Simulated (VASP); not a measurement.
# GaN (F-43m) in VASP: a series of runs

Runs on GaN. Level: r2SCAN. Tasks: single point.

Everything below comes from runs of VASP 6.6.1. Logs are shortened: lines on timing, memory, paths and dates and some standing lists are left out, and cuts for length are marked.

**1. The cell of the first run**

The structure is cubic, space group F-43m (No. 216). Conventional cell: a = 4.624 Å, b = 4.624 Å, c = 4.624 Å, α = 90.00°, β = 90.00°, γ = 90.00°. Within 2.7 Å of Ga (site symmetry -43m) lie 4 N at 2.00 Å. Within 2.7 Å of N (site symmetry -43m) lie 4 Ga at 2.00 Å.

**2. Single point, r2SCAN**

Contents of POSCAR:

```
GaN
1.0
    0.0000000000      2.3120595035      2.3120595035
    2.3120595035      0.0000000000      2.3120595035
    2.3120595035      2.3120595035      0.0000000000
Ga N
1 1
Direct
    0.0000000000      0.0000000000      0.0000000000
    0.7500000000      0.7500000000      0.7500000000
```

Contents of INCAR.step1:

```
  ALGO = Normal
  EDIFF = 1E-4
  ENCUT = 520
  GGA = PE
  ISMEAR = 0
  LASPH = True
  LCHARG = False
  LREAL = False
  LWAVE = True
  NBANDS = 16
  NELM = 80
  PREC = Accurate
  SIGMA = 0.01
```

Contents of INCAR.step2:

```
  ALGO = Normal
  EDIFF = 1E-6
  ENCUT = 520
  ISIF = 2
  ISMEAR = 0
  ISTART = 1
  LASPH = True
  LCHARG = True
  LELF = True
  LMIXTAU = True
  LREAL = False
  LVHAR = True
  LWAVE = False
  METAGGA = R2SCAN
  NBANDS = 16
  NELM = 80
  PREC = Accurate
  SIGMA = 0.01
```

Contents of KPOINTS:

```
k-points
0
Gamma
  8 8 8
```

Potentials or basis: VASP PAW PBE potentials, release 64 (Ga_d, N).

Launch:

```console
$ cat potpaw_PBE.64/Ga_d/POTCAR potpaw_PBE.64/N/POTCAR > POTCAR
$ cp INCAR.step1 INCAR
$ mpirun -np 1 vasp_std > vasp.out
$ cp INCAR.step2 INCAR
$ mpirun -np 1 vasp_std > vasp.out
```

OUTCAR:

```text
EDIFF = 1E-6
   ENCUT = 520
   ISIF = 2
   ISMEAR = 0
   ISTART = 1
   LASPH = True
   LREAL = False
   METAGGA = R2SCAN
   NELM = 80
   PREC = Accurate

 ion  position               nearest neighbor table
   1  0.000  0.000  0.000-   2 2.00   2 2.00   2 2.00   2 2.00
   2  0.750  0.750  0.750-   1 2.00   1 2.00   1 2.00   1 2.00

  LATTYP: Found a face centered cubic cell.
 ALAT       =     4.6241190070

  Lattice vectors:

 A1 = (   0.0000000000,   2.3120595035,   2.3120595035)
 A2 = (   2.3120595035,   0.0000000000,   2.3120595035)
 A3 = (   2.3120595035,   2.3120595035,   0.0000000000)

Analysis of symmetry for initial positions (statically):
=====================================================================
 Subroutine PRICEL returns:
 Original cell was already a primitive cell.

 Routine SETGRP: Setting up the symmetry group for a
 face centered cubic supercell.

 Subroutine GETGRP returns: Found 24 space group operations
 (whereof 24 operations were pure point group operations)
 out of a pool of 48 trial point group operations.

The static configuration has the point symmetry T_d .

Analysis of symmetry for dynamics (positions and initial velocities):
=====================================================================
 Subroutine PRICEL returns:
 Original cell was already a primitive cell.

 Routine SETGRP: Setting up the symmetry group for a
 face centered cubic supercell.

 Subroutine GETGRP returns: Found 24 space group operations
 (whereof 24 operations were pure point group operations)
 out of a pool of 48 trial point group operations.

The dynamic configuration has the point symmetry T_d .

 Subroutine INISYM returns: Found 24 space group operations
 (whereof 24 operations are pure point group operations),
 and found     1 'primitive' translations

----------------------------------------------------------------------------------------

                                     Primitive cell

  volume of cell :      24.7188

  direct lattice vectors                    reciprocal lattice vectors
     0.000000000  2.312059504  2.312059504    -0.216257410  0.216257410  0.216257410
     2.312059504  0.000000000  2.312059504     0.216257410 -0.216257410  0.216257410
     2.312059504  2.312059504  0.000000000     0.216257410  0.216257410 -0.216257410

  length of vectors
     3.269745907  3.269745907  3.269745907     0.374568822  0.374568822  0.374568822

  position of ions in fractional coordinates (direct lattice)
     0.000000000  0.000000000  0.000000000
     0.750000000  0.750000000  0.750000000

  ion indices of the primitive-cell ions
   primitive index   ion index
                 1           1
                 2           2

----------------------------------------------------------------------------------------

 KPOINTS: k-points

Automatic generation of k-mesh.
 Grid dimensions read from file:
 generate k-points for:    8    8    8

 Generating k-lattice:

  Cartesian coordinates                     Fractional coordinates (reciprocal lattice)
    -0.027032176  0.027032176  0.027032176     0.125000000  0.000000000  0.000000000
     0.027032176 -0.027032176  0.027032176     0.000000000  0.125000000  0.000000000
     0.027032176  0.027032176 -0.027032176     0.000000000  0.000000000  0.125000000

  Length of vectors
     0.046821103  0.046821103  0.046821103

  Shift w.r.t. Gamma in fractional coordinates (k-lattice)
     0.000000000  0.000000000  0.000000000

 Subroutine IBZKPT returns following result:
 ===========================================

 Found     29 irreducible k-points:

 Following reciprocal coordinates:
            Coordinates               Weight
  0.000000  0.000000  0.000000      1.000000
  0.125000  0.000000  0.000000      8.000000
  0.250000  0.000000  0.000000      8.000000
  0.375000  0.000000  0.000000      8.000000
  0.500000  0.000000  0.000000      4.000000
  0.125000  0.125000  0.000000      6.000000
[... 16 lines left out ...]
  0.500000  0.250000  0.125000     48.000000
 -0.375000  0.250000  0.125000     24.000000
 [... further k-points ...]
   k-points           NKPTS =     29   k-points in BZ     NKDIM =     29   number of bands    NBANDS=     16
   number of dos      NEDOS =    301   number of ions     NIONS =      2
   total plane-waves  NPLWV =  13824
   dimension x,y,z NGX =    24 NGY =   24 NGZ =   24
   dimension x,y,z NGXF=    48 NGYF=   48 NGZF=   48
   ions per type =               1   1
   NGX,Y,Z   is equivalent  to a cutoff of  12.20, 12.20, 12.20 a.u.
   NGXF,Y,Z  is equivalent  to a cutoff of  24.40, 24.40, 24.40 a.u.
 SYSTEM =  unknown system
   PREC   = accura    normal or accurate (medium, high low for compatibility)
   ISTART =      1    job   : 0-new  1-cont  2-samecut
   ICHARG =      0    charge: 1-file 2-atom 10-const
   ISPIN  =      1    spin polarized calculation?
   LNONCOLLINEAR =      F non collinear calculations
   LSORBIT =      F    spin-orbit coupling
   LASPH  =      T    aspherical Exc in radial PAW
   ENCUT  =  520.0 eV  38.22 Ry    6.18 a.u.   6.08  6.08  6.08*2*pi/ulx,y,z
   NELM   =     80;   NELMIN=  2; NELMDL=  0     # of ELM steps
   EDIFF  = 0.1E-05   stopping-criterion for ELM
   LREAL  =      F    real-space projection
   EDIFFG = 0.1E-04   stopping-criterion for IOM
   NSW    =      0    number of steps for IOM
   IBRION =     -1    ionic relax: 0-MD 1-quasi-New 2-CG
   NFREE  =      0    steps in history (QN), initial steepest desc. (CG)
   ISIF   =      2    stress and relaxation
   ISYM   =      2    0-nonsym 1-usesym 2-fastsym
   POTIM  = 0.5000    time-step for ionic-motion
   TEBEG  =    0.0;   TEEND  =   0.0 temperature during run
   PSTRESS=    0.0 pullay stress
   NELECT =      18.0000    total number of electrons
   NUPDOWN=      -1.0000    fix difference up-down
   EMIN   =  10.00;   EMAX   =-10.00  energy-range for DOS
   EFERMI =   0.00;   METHOD = LEGACY
   ISMEAR =     0;   SIGMA  =   0.01  broadening in eV -4-tet -1-fermi 0-gaus
   EFERMI_NEDOS =   21; number of points for ismear=-14 and -15
   IALGO  =     38    algorithm
   IMIX   =      4    mixing-type and parameters
     AMIX     =   0.40;   BMIX     =  1.00
     AMIX_MAG =   1.60;   BMIX_MAG =  1.00
  volume/ion in A,a.u.               =      12.36        83.41
  Fermi-wavevector in a.u.,A,eV,Ry     =   1.472844  2.783271 29.514691  2.169269
  Thomas-Fermi vector in A             =   2.587809
   LORBIT       =      0    0 simple, 1 ext, 2 COOP (PROOUT), +10 PAW based schemes
   METAGGA = R2SCAN    functional components
   LHFCALC =     F    Hartree Fock is set to
   AEXX    =    0.0000 exact exchange contribution
   IVDW    =     0    specifies the selected vdW correction
   LEPSILON=     F    determine dielectric tensor
   LRPA    =     F    only Hartree local field effects (RPA)
 non-spin polarized calculation
 Gauss-broadening in eV      SIGMA  =   0.01
  energy-cutoff  :      520.00
  volume of cell :       24.72
 maximum number of plane-waves:       684
   NGX = 13   NGY = 13   NGZ = 13

 number of electron      17.9999998 magnetization

 Free energy of the ion-electron system (eV)
  ---------------------------------------------------
  ext. energy  EPLUGINS =         0.00000000
  ---------------------------------------------------
  free energy    TOTEN  =       -21.81917581 eV

  energy without entropy =      -21.81917581  energy(sigma->0) =      -21.81917581

 E-fermi :   4.3639     XC(G=0): -12.1882

 val. band max:        4.2162179303   @ k =   0.0000   0.0000   0.0000
 cond. band min:       5.8230642492   @ k =   0.0000   0.0000   0.0000
 fundamental gap:      1.6068463189
 Fermi energy:         4.3638669802

 k-point     1 :       0.0000    0.0000    0.0000
  band No.  band energies     occupation
      1     -11.8834      2.00000
      2      -9.5842      2.00000
      3      -9.5842      2.00000
      4      -9.5842      2.00000
      5      -9.3081      2.00000
      6      -9.3081      2.00000
[... 8 lines left out ...]
     15      23.3282      0.00000
     16      23.3282      0.00000

 k-point     2 :       0.1250    0.0000    0.0000
  band No.  band energies     occupation
      1     -11.7418      2.00000
      2      -9.5671      2.00000
      3      -9.5671      2.00000
      4      -9.5107      2.00000
      5      -9.3091      2.00000
      6      -9.3091      2.00000
[... 8 lines left out ...]
     15      21.6844      0.00000
     16      21.6922      0.00000

 k-point     3 :       0.2500    0.0000    0.0000
  band No.  band energies     occupation
      1     -11.4341      2.00000
      2      -9.5328      2.00000
      3      -9.5328      2.00000
      4      -9.3039      2.00000
      5      -9.3039      2.00000
      6      -9.2041      2.00000
[... 8 lines left out ...]
     15      21.2893      0.00000
     16      21.2893      0.00000

 k-point     4 :       0.3750    0.0000    0.0000
  band No.  band energies     occupation
      1     -11.2061      2.00000
      2      -9.5117      2.00000
      3      -9.5117      2.00000
      4      -9.2845      2.00000
      5      -9.2845      2.00000
      6      -8.5940      2.00000
[... 8 lines left out ...]
     15      22.6435      0.00000
     16      22.6436      0.00000

 k-point     5 :       0.5000    0.0000    0.0000
  band No.  band energies     occupation
      1     -11.1390      2.00000
      2      -9.5072      2.00000
      3      -9.5071      2.00000
      4      -9.2719      2.00000
      5      -9.2719      2.00000
      6      -8.1843      2.00000
[... 8 lines left out ...]
     15      23.9922      0.00000
     16      23.9922      0.00000

 k-point     6 :       0.1250    0.1250    0.0000
  band No.  band energies     occupation
      1     -11.6960      2.00000
      2      -9.5510      2.00000
      3      -9.5510      2.00000
      4      -9.5091      2.00000
      5      -9.3176      2.00000
      6      -9.2988      2.00000
[... 8 lines left out ...]
     15      23.6750      0.00000
     16      24.3726      0.00000

 k-point     7 :       0.2500    0.1250    0.0000
  band No.  band energies     occupation
      1     -11.4486      2.00000
      2      -9.5261      2.00000
      3      -9.5133      2.00000
      4      -9.3711      2.00000
      5      -9.2890      2.00000
      6      -9.2316      2.00000
[... 8 lines left out ...]
     15      23.1698      0.00000
     16      23.4323      0.00000

 k-point     8 :       0.3750    0.1250    0.0000
  band No.  band energies     occupation
      1     -11.2113      2.00000
      2      -9.5071      2.00000
      3      -9.4865      2.00000
      4      -9.3355      2.00000
      5      -9.2744      2.00000
      6      -8.7061      2.00000
[... 8 lines left out ...]
     15      22.5622      0.00000
     16      23.9725      0.00000

 k-point     9 :       0.5000    0.1250    0.0000
  band No.  band energies     occupation
      1     -11.1120      2.00000
      2      -9.5021      2.00000
      3      -9.4807      2.00000
      4      -9.3031      2.00000
      5      -9.2705      2.00000
      6      -8.1392      2.00000
[... 8 lines left out ...]
     15      23.0137      0.00000
     16      24.3457      0.00000
[... 172 lines left out ...]
 k-point    19 :       0.5000    0.3750    0.0000
  band No.  band energies     occupation
      1     -11.0116      2.00000
      2      -9.4671      2.00000
      3      -9.3621      2.00000
      4      -9.3563      2.00000
      5      -9.2538      2.00000
      6      -7.8716      2.00000
[... 8 lines left out ...]
     15      26.2050      0.00000
     16      27.4626      0.00000

 k-point    20 :      -0.3750    0.3750    0.0000
  band No.  band energies     occupation
      1     -11.0072      2.00000
      2      -9.4677      2.00000
      3      -9.3727      2.00000
      4      -9.3619      2.00000
      5      -9.2755      2.00000
      6      -7.6765      2.00000
[... 8 lines left out ...]
     15      24.8751      0.00000
     16      26.9327      0.00000

 k-point    21 :       0.5000    0.5000    0.0000
  band No.  band energies     occupation
      1     -10.9976      2.00000
      2      -9.4817      2.00000
      3      -9.3350      2.00000
      4      -9.3350      2.00000
      5      -9.2445      2.00000
      6      -7.7935      2.00000
[... 8 lines left out ...]
     15      25.5924      0.00000
     16      28.9133      0.00000

 k-point    22 :       0.3750    0.2500    0.1250
  band No.  band energies     occupation
      1     -11.2474      2.00000
      2      -9.4938      2.00000
      3      -9.4788      2.00000
      4      -9.3662      2.00000
      5      -9.2833      2.00000
      6      -8.8785      2.00000
[... 8 lines left out ...]
     15      23.4661      0.00000
     16      25.4767      0.00000

 k-point    23 :       0.5000    0.2500    0.1250
  band No.  band energies     occupation
      1     -11.1029      2.00000
      2      -9.4859      2.00000
      3      -9.4516      2.00000
      4      -9.3439      2.00000
      5      -9.2795      2.00000
      6      -8.2746      2.00000
[... 8 lines left out ...]
     15      23.5412      0.00000
     16      25.3043      0.00000

 k-point    24 :      -0.3750    0.2500    0.1250
  band No.  band energies     occupation
      1     -11.0591      2.00000
      2      -9.4886      2.00000
      3      -9.4419      2.00000
      4      -9.3232      2.00000
      5      -9.2822      2.00000
      6      -7.9144      2.00000
[... 8 lines left out ...]
     15      23.1626      0.00000
     16      25.2913      0.00000

 [... further k-points ...]
[... 5 lines left out ...]
  --------------------------------------------------------------------------------------
  -------------------------------------------------------------------------------------
  Total       -1.9613155     -1.9613155     -1.9613155      0.0000000     -0.0000000     -0.0000000
  in kB     -127.1250194   -127.1250194   -127.1250194      0.0000000     -0.0000000     -0.0000000
  external PRESSURE =    -127.1250194 kB  Pullay stress =       0.0000000 kB

 VOLUME and BASIS-vectors are now :
 -----------------------------------------------------------------------------
  energy-cutoff  :      520.00
  volume of cell :       24.72
      direct lattice vectors                 reciprocal lattice vectors
     0.000000000  2.312059504  2.312059504    -0.216257410  0.216257410  0.216257410
     2.312059504  0.000000000  2.312059504     0.216257410 -0.216257410  0.216257410
     2.312059504  2.312059504  0.000000000     0.216257410  0.216257410 -0.216257410

 POSITION                                       TOTAL-FORCE (eV/Angst)
 -----------------------------------------------------------------------------------
      0.00000      0.00000      0.00000        -0.000000     -0.000000     -0.000000
      3.46809      3.46809      3.46809         0.000000      0.000000      0.000000
 -----------------------------------------------------------------------------------
    total drift:                               -0.000015     -0.000015     -0.000015

  FREE ENERGIE OF THE ION-ELECTRON SYSTEM (eV)
  ---------------------------------------------------
  free  energy   TOTEN  =       -21.8191758062 eV

  energy  without entropy=      -21.8191758062  energy(sigma->0) =      -21.81917581
```

Run time: 39 s. Hardware: 1 thread of Intel Xeon 6455B, shared host; peak memory 0.15 GiB.

What came out:

- Free energy: -21.8192 eV
- Pressure: -12.7 GPa
- Band gap on the k mesh: 1.61 eV, direct

Caveat: the PAW data sets were made with another functional, which shifts forces and pressure a little. r2SCAN opens gaps a little over a GGA but as a rule still falls short of measured ones.

**3. Single point, r2SCAN**

This run uses another cell than the first one, of 12.82 Å³/atom, 1.037 times its volume.

Contents of POSCAR:

```
GaN
1.0
    0.0000000000      2.3402581302      2.3402581302
    2.3402581302      0.0000000000      2.3402581302
    2.3402581302      2.3402581302      0.0000000000
Ga N
1 1
Direct
    0.0000000000      0.0000000000      0.0000000000
    0.7500000000      0.7500000000      0.7500000000
```

Contents of INCAR.step1:

```
  PREC = Accurate
  ENCUT = 520
  ISMEAR = 0
  SIGMA = 0.01
  LREAL = False
  LASPH = True
  NELM = 100
  NBANDS = 16
  GGA = PE
  ALGO = Normal
  EDIFF = 1E-4
  LWAVE = True
  LCHARG = False
```

Contents of INCAR.step2:

```
  PREC = Accurate
  ENCUT = 520
  EDIFF = 1E-6
  ISMEAR = 0
  SIGMA = 0.01
  LREAL = False
  LASPH = True
  NELM = 100
  ALGO = Normal
  ISIF = 2
  LWAVE = False
  LCHARG = False
  METAGGA = R2SCAN
  LMIXTAU = True
  NBANDS = 16
  ISTART = 1
```

Contents of KPOINTS:

```
regular mesh
0
Gamma
  8 8 8
```

Potentials or basis: VASP PAW PBE potentials, release 64 (Ga_d, N).

Launch:

```console
$ cat potpaw_PBE.64/Ga_d/POTCAR potpaw_PBE.64/N/POTCAR > POTCAR
$ cp INCAR.step1 INCAR
$ mpirun -np 1 vasp_std > vasp.out
$ cp INCAR.step2 INCAR
$ mpirun -np 1 vasp_std > vasp.out
```

OUTCAR:

```text
PREC = Accurate
   ENCUT = 520
   EDIFF = 1E-6
   ISMEAR = 0
   LREAL = False
   LASPH = True
   NELM = 100
   ISIF = 2
   METAGGA = R2SCAN
   ISTART = 1

 ion  position               nearest neighbor table
   1  0.000  0.000  0.000-   2 2.03   2 2.03   2 2.03   2 2.03
   2  0.750  0.750  0.750-   1 2.03   1 2.03   1 2.03   1 2.03

  LATTYP: Found a face centered cubic cell.
 ALAT       =     4.6805162604

  Lattice vectors:

 A1 = (   0.0000000000,   2.3402581302,   2.3402581302)
[... 643 lines left out ...]
------------------------ aborting loop because EDIFF is reached ----------------------------------------

  FORCE on cell =-STRESS in cart. coord.  units (eV):
  Direction    XX          YY          ZZ          XY          YZ          ZX
  --------------------------------------------------------------------------------------
  -------------------------------------------------------------------------------------
  Total       -2.7796268     -2.7796268     -2.7796268      0.0000000     -0.0000000      0.0000000
  in kB     -173.7303875   -173.7303875   -173.7303875      0.0000000     -0.0000000      0.0000000
  external PRESSURE =    -173.7303875 kB  Pullay stress =       0.0000000 kB

 VOLUME and BASIS-vectors are now :
 -----------------------------------------------------------------------------
  energy-cutoff  :      520.00
  volume of cell :       25.63
      direct lattice vectors                 reciprocal lattice vectors
     0.000000000  2.340258130  2.340258130    -0.213651645  0.213651645  0.213651645
     2.340258130  0.000000000  2.340258130     0.213651645 -0.213651645  0.213651645
     2.340258130  2.340258130  0.000000000     0.213651645  0.213651645 -0.213651645

 POSITION                                       TOTAL-FORCE (eV/Angst)
 -----------------------------------------------------------------------------------
      0.00000      0.00000      0.00000        -0.000000     -0.000000     -0.000000
      3.51039      3.51039      3.51039         0.000000      0.000000      0.000000
 -----------------------------------------------------------------------------------
    total drift:                               -0.000028     -0.000028     -0.000028

  FREE ENERGIE OF THE ION-ELECTRON SYSTEM (eV)
  ---------------------------------------------------
  free  energy   TOTEN  =       -21.7328731264 eV

  energy  without entropy=      -21.7328731264  energy(sigma->0) =      -21.73287313
```

OUTCAR.step1:

```text
PREC = Accurate
   ENCUT = 520
   ISMEAR = 0
   LREAL = False
   LASPH = True
[... 678 lines left out ...]
      0.00000      0.00000      0.00000        -0.000000     -0.000000     -0.000000
      3.51039      3.51039      3.51039         0.000000      0.000000      0.000000
 -----------------------------------------------------------------------------------
    total drift:                               -0.000002     -0.000002     -0.000002

  FREE ENERGIE OF THE ION-ELECTRON SYSTEM (eV)
  ---------------------------------------------------
  free  energy   TOTEN  =       -12.0690634087 eV

  energy  without entropy=      -12.0690634087  energy(sigma->0) =      -12.06906341
```

Run time: 66 s. Hardware: 1 thread of Intel Xeon 6455B, shared host; peak memory 0.17 GiB.

Results:

```yaml
Free_energy: -21.7329 eV
Pressure: -17.4 GPa
Band_gap_on_the_k_mesh: 1.36 eV, direct
```

Caveat: the PAW data sets were made with another functional, which shifts forces and pressure a little.
